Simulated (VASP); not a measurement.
# Fe in VASP: notebook, part 2 of 2

VASP 6.6.1. The steps go on from the part before.

### Step 3. Relaxation of volume and atoms at fixed shape, PBE, collinear spin, ferromagnetic start

This run uses another cell than the first one, of 11.77 Å³/atom, 1.037 times its volume.

INCAR

```
  PREC = Accurate
  ENCUT = 600
  EDIFF = 1E-6
  ISMEAR = 1
  SIGMA = 0.1
  LREAL = F
  LASPH = T
  NELM = 150
  ALGO = Normal
  ISIF = 8
  LWAVE = F
  LCHARG = F
  ISPIN = 2
  MAGMOM = 2.4 2.4
  LORBIT = 11
  LMAXMIX = 4
  GGA = PE
  IBRION = 2
  NSW = 80
  EDIFFG = -0.01
```

KPOINTS

```
regular mesh
0
Gamma
  18 18 18
```

POSCAR

```
Fe
1.0
    2.8660000000      0.0000000000      0.0000000000
    0.0000000000      2.8660000000      0.0000000000
    0.0000000000      0.0000000000      2.8660000000
Fe
2
Direct
    0.0000000000      0.0000000000      0.0000000000
    0.5000000000      0.5000000000      0.5000000000
```

Potentials or basis: VASP PAW PBE potentials, release 64 (Fe).

Started as:

```console
cat potpaw_PBE.64/Fe/POTCAR > POTCAR
mpirun -np 1 vasp_std > vasp.out
```

OUTCAR:

```text
PREC = Accurate
   ENCUT = 600
   EDIFF = 1E-6
   ISMEAR = 1
   LREAL = F
   LASPH = T
   NELM = 150
   ISIF = 8
   ISPIN = 2
   LORBIT = 11
   GGA = PE
   IBRION = 2
   NSW = 80
   EDIFFG = -0.01

 ion  position               nearest neighbor table
   1  0.000  0.000  0.000-   2 2.48   2 2.48   2 2.48   2 2.48   2 2.48   2 2.48   2 2.48   2 2.48

   2  0.500  0.500  0.500-   1 2.48   1 2.48   1 2.48   1 2.48   1 2.48   1 2.48   1 2.48   1 2.48

  LATTYP: Found a simple cubic cell.
 ALAT       =     2.8660000000

  Lattice vectors:

 A1 = (   2.8660000000,   0.0000000000,   0.0000000000)
 A2 = (   0.0000000000,   2.8660000000,   0.0000000000)
 A3 = (   0.0000000000,   0.0000000000,   2.8660000000)

Analysis of symmetry for initial positions (statically):
=====================================================================
 Subroutine PRICEL returns following result:

  LATTYP: Found a body centered cubic cell.
 ALAT       =     2.8660000000
[... 12 lines left out ...]
 Subroutine GETGRP returns: Found 48 space group operations
 (whereof 48 operations were pure point group operations)
 out of a pool of 48 trial point group operations.

The static configuration has the point symmetry O_h .

Analysis of symmetry for dynamics (positions and initial velocities):
=====================================================================
 Subroutine PRICEL returns following result:

  LATTYP: Found a body centered cubic cell.
 ALAT       =     2.8660000000
[... 12 lines left out ...]
 Subroutine GETGRP returns: Found 48 space group operations
 (whereof 48 operations were pure point group operations)
[... 260 lines left out ...]
 fundamental gap:      0.0081468775
 Fermi energy:         5.8295572675

 spin component 1

 k-point     1 :       0.0000    0.0000    0.0000
  band No.  band energies     occupation
      1      -2.6017      1.00000
      2       0.9802      1.00000
      3       0.9802      1.00000
      4       3.5323      1.00000
      5       3.5323      1.00000
      6       3.5323      1.00000
      7       4.7427      1.00000
      8       4.7427      1.00000
      9       5.9567     -0.03514
     10       5.9567     -0.03514
     11       5.9567     -0.03514
     12      15.7897      0.00000
     13      15.7897      0.00000
     14      15.7897      0.00000
[... 379 lines left out ...]
      3       1.9716      1.00000
      4       3.3220      1.00000
      5       3.3940      1.00000
      6       4.1324      1.00000
      7       4.2587      1.00000
      8       4.4680      1.00000
      9       4.5701      1.00000
     10       5.0955      1.00000
     11       5.6525      1.01559
     12       9.0025      0.00000
     13      17.3757      0.00000
     14      19.7480      0.00000

 [... further k-points ...]

 spin component 2

 k-point     1 :       0.0000    0.0000    0.0000
  band No.  band energies     occupation
      1      -2.4338      1.00000
      2       2.8023      1.00000
      3       2.8024      1.00000
      4       5.4346      1.00000
      5       5.4347      1.00000
      6       5.4347      1.00000
      7       7.4964     -0.00000
      8       7.4965     -0.00000
      9       8.1320      0.00000
     10       8.1321      0.00000
     11       8.1322      0.00000
     12      16.0607      0.00000
     13      16.0607      0.00000
     14      16.0607      0.00000
[... 420 lines left out ...]
  FREE ENERGIE OF THE ION-ELECTRON SYSTEM (eV)
  ---------------------------------------------------
  free  energy   TOTEN  =       -16.4852424564 eV

  energy  without entropy=      -16.4851227064  energy(sigma->0) =      -16.48520254

 reached required accuracy - stopping structural energy minimisation

 total charge

# of ion       s       p       d       tot
------------------------------------------
    1        0.488   0.543   6.240   7.272
    2        0.488   0.543   6.240   7.272
--------------------------------------------------
tot          0.976   1.087  12.480  14.543

 magnetization (x)

# of ion       s       p       d       tot
------------------------------------------
    1       -0.013  -0.055   2.252   2.183
    2       -0.013  -0.055   2.252   2.183
--------------------------------------------------
tot         -0.026  -0.111   4.503   4.367
```

OSZICAR:

```text
N       E                     dE             d eps       ncg     rms          rms(c)
DAV:   1     0.879578046368E+02    0.87958E+02   -0.81456E+03 12520   0.160E+03
DAV:   2    -0.160871923874E+02   -0.10404E+03   -0.95683E+02 12326   0.268E+02
[... 28 lines left out ...]
DAV:   4    -0.164866793981E+02    0.19173E-02   -0.29798E-03 14336   0.878E-01    0.321E-01
DAV:   5    -0.164852137841E+02    0.14656E-02   -0.13354E-03 13330   0.469E-01    0.506E-02
DAV:   6    -0.164852344304E+02   -0.20646E-04   -0.48505E-05 12936   0.865E-02    0.241E-02
DAV:   7    -0.164852396395E+02   -0.52091E-05   -0.26996E-06 11754   0.232E-02    0.137E-02
DAV:   8    -0.164852424033E+02   -0.27638E-05   -0.57021E-07  6544   0.115E-02    0.326E-03
DAV:   9    -0.164852424564E+02   -0.53109E-07   -0.11145E-07  6214   0.473E-03
   3 F= -.16485242E+02 E0= -.16485203E+02  d E =-.181188E-01  mag=     4.3725
```

CONTCAR:

```text
Fe
   1.00000000000000
     2.8306635442833721    0.0000000000000000    0.0000000000000000
     0.0000000000000000    2.8306635442833721    0.0000000000000000
     0.0000000000000000    0.0000000000000000    2.8306635442833721
  Fe
     2
Direct
     0.0000000000000000    0.0000000000000000    0.0000000000000000
     0.5000000000000000    0.5000000000000000    0.5000000000000000

  0.00000000E+00  0.00000000E+00  0.00000000E+00
  0.00000000E+00  0.00000000E+00  0.00000000E+00
```

It took 3.1 min on 1 thread of AMD EPYC 9R45 (Zen 5), shared host; peak memory 0.23 GiB.

What came out:

```yaml
Free_energy: -16.4852 eV
Relaxed_volume: 11.34 Å³/atom
Relaxed_cell: a = 2.831 Å, b = 2.831 Å, c = 2.831 Å, α = 90.00°, β = 90.00°, γ = 90.00°
Space_group_after_relaxing_to_0.05_Å: Im-3m (No. 229)
Energy_gained_by_relaxing: 9.1 meV/atom
Ionic_steps: 3
Pressure_after_relaxing: 0.0 GPa
Net_moment: 4.37 μB per cell
Site_moments: Fe +2.18 μB
Valence_electrons_inside_the_program's_atomic_spheres: Fe 7.27
```

Step by step:
```
step  energy change (eV)  largest force (eV/Å)  pressure (GPa)  volume (Å³)
   1              0.0000                0.0000           -6.52        23.54
   2             -0.0035                0.0000            6.66        21.95
   3             -0.0181                0.0000            0.00        22.68
```

Final structure:
```xyz
2
Lattice="2.8307 0.0000 0.0000 0.0000 2.8307 0.0000 0.0000 0.0000 2.8307" Properties=species:S:1:pos:R:3 pbc="T T T"
Fe    0.0000    0.0000    0.0000
Fe    1.4153    1.4153    1.4153
```

Levels at points of the mesh, in eV from the Fermi level:
Spin up:
```
           k point  band 6  band 7  band 8  band 9  band 10  band 11  band 12  band 13  band 14
(0.00, 0.00, 0.00)   -2.30   -1.09   -1.09    0.13     0.13     0.13     9.96     9.96     9.96
(0.50, 0.00, 0.00)   -1.85   -1.85   -1.85   -1.11    -1.11     0.22     0.22    17.13    17.13
(0.50, 0.50, 0.00)   -1.02   -0.90   -0.90    0.40     0.40     0.53     0.53     7.38     7.38
(0.50, 0.50, 0.50)   -3.23   -0.86   -0.86   -0.86    -0.86     8.66     8.66     8.66     8.66
```
Spin down:
```tsv
k point	band 2	band 3	band 4	band 5	band 6	band 7	band 8	band 9	band 10	band 11
(0.00, 0.00, 0.00)	-3.03	-3.03	-0.39	-0.39	-0.39	1.67	1.67	2.30	2.30	2.30
(0.50, 0.00, 0.00)	-4.05	-0.77	-0.77	-0.01	-0.01	-0.01	-0.01	0.92	0.92	2.59
(0.50, 0.50, 0.00)	-3.64	-1.68	-1.68	0.64	0.64	1.52	1.52	1.92	1.92	2.61
(0.50, 0.50, 0.50)	-1.84	-1.84	-1.84	-1.84	-1.84	1.97	1.97	1.97	1.97	9.54
```

### Step 4. Single point, PBE, collinear spin, ferromagnetic start

This run uses another cell than the first one, of 11.29 Å³/atom, 0.995 times its volume.

INCAR

```
PREC = Accurate
ENCUT = 520
EDIFF = 1E-6
ISMEAR = 1
SIGMA = 0.1
LREAL = False
LASPH = True
NELM = 150
ALGO = Fast
ISIF = 2
LWAVE = False
LCHARG = True
ISPIN = 2
MAGMOM = 2.4 2.4
LORBIT = 11
LMAXMIX = 4
GGA = PE
LELF = True
LVHAR = True
NBANDS = 19
```

KPOINTS is that of step 3.

POSCAR

```
Fe
1.0
    2.8170630884      0.0000000000      0.0000000000
    0.0000000000      2.8170630884      0.0000000000
    0.0000000000      0.0000000000      2.8455364409
Fe
2
Direct
    0.0000000000      0.0000000000      0.0000000000
    0.5000000000      0.5000000000      0.5000000000
```

Started as:

```console
cat potpaw_PBE.64/Fe/POTCAR > POTCAR
mpirun -np 1 vasp_std > vasp.out
```

It took 2.2 min on 1 thread of Intel Xeon 6975P-C (Granite Rapids), shared host; peak memory 0.41 GiB.

It converged, with:

- Free energy: -16.4847 eV
- Pressure: 0.9 GPa
- Net moment: 4.36 μB per cell
- Site moments: Fe +2.17 μB
- Valence electrons inside the program's atomic spheres: Fe 7.28

Stress tensor (GPa, compression positive):
```
 1.35  0.00  0.00
 0.00  1.35  0.00
 0.00  0.00 -0.06
```

Levels at points of the mesh, in eV from the Fermi level:
Spin up:
```
           k point  band 8  band 9  band 10  band 11  band 12  band 13
(0.00, 0.00, 0.00)   -1.06    0.12     0.14     0.14     9.73    10.12
(0.50, 0.00, 0.00)   -1.85   -1.12    -1.12     0.27     0.27    16.99
(0.50, 0.50, 0.00)   -0.87    0.41     0.41     0.58     0.58     7.49
(0.00, 0.00, 0.50)   -1.83   -1.10    -1.10     0.15     0.15    17.22
(0.50, 0.00, 0.50)   -0.90    0.40     0.40     0.50     0.50     7.38
(0.50, 0.50, 0.50)   -0.88   -0.84    -0.84     8.66     8.66     8.66
```
Spin down:
```
           k point  band 2  band 3  band 4  band 5  band 6  band 7  band 8  band 9  band 10  band 11
(0.00, 0.00, 0.00)   -3.07   -3.05   -0.44   -0.44   -0.36    1.62    1.70    2.30     2.30     2.30
(0.50, 0.00, 0.00)   -4.05   -0.78   -0.78   -0.08   -0.08   -0.01   -0.01    0.89     0.89     2.62
(0.50, 0.50, 0.00)   -3.67   -1.76   -1.76    0.70    0.70    1.56    1.56    1.94     1.94     2.61
(0.00, 0.00, 0.50)   -4.12   -0.81   -0.81   -0.01   -0.01   -0.01   -0.01    0.93     0.93     2.52
(0.50, 0.00, 0.50)   -3.68   -1.67   -1.67    0.61    0.61    1.48    1.48    1.91     1.91     2.60
(0.50, 0.50, 0.50)   -1.88   -1.85   -1.85   -1.85   -1.85    1.95    1.95    1.98     1.98     9.54
```

### Step 5. The runs side by side

| task | cell | cutoff (eV) | gap on the mesh (eV) | pressure (GPa) | moment (μB) |
| --- | --- | --- | --- | --- | --- |
| single point | a = 2.831 Å, 2 atoms | 520 | none | 0.1 | 4.38 |
| relaxation of volume and atoms at fixed shape | relaxed from a = 2.866 Å, 2 atoms | 600 | none | 0.0 | 4.37 |
| single point | a = 2.817, b = 2.817, c = 2.846 Å, 2 atoms | 520 | none | 0.9 | 4.36 |

Alike in all rows: level PBE; potentials or basis VASP PAW PBE potentials, release 64 (Fe); spin collinear, ferromagnetic start; k mesh 18 × 18 × 18; smearing methfessel-paxton 0.1 eV.

Absolute energies hang on the potentials; compare differences alone.
